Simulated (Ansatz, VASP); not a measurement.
BaOs2: VASP beside Ansatz

```xyz
3
Lattice="2.9242 0.0000 0.0000 -1.4621 2.5324 0.0000 0.0000 0.0000 8.1521" Properties=species:S:1:pos:R:3 pbc="T T T"
Ba    0.0000    0.0000    4.0760
Os    0.0000    0.0000    1.1748
Os    0.0000    0.0000    6.9773
```

Alike in both runs: functional PBE; k mesh 6 × 6 × 4; occupations gaussian, width 0.1 eV; no spin polarisation.

Ansatz relaxed the structure, and its values are those at the end. VASP's run is a single point on that final structure, the one shown.

```csv
,VASP,Ansatz
version,VASP 6.6.1,Ansatz 0.2.0
potentials or method,"VASP PAW PBE potentials, release 64 (Ba_sv, Os_sv_GW), cutoff 500 eV","scalar-relativistic, plane waves, PAW"
valence electrons in the cell,42,42
```

|  | VASP | Ansatz | Ansatz less VASP |
| --- | --- | --- | --- |
| gap on the k mesh at the Fermi level (eV) | none | none | - |
| pressure (GPa) | 2.9 | 0.0 | -2.88 |
| rms of the force components (eV/Å) | 0.067 | 0.001 | -0.0656 |

A gap of «none» marks a metal or a gap that the smearing closes.

The k mesh is coarse, so the values compare programs but aren't converged. Spin-orbit coupling is off throughout.
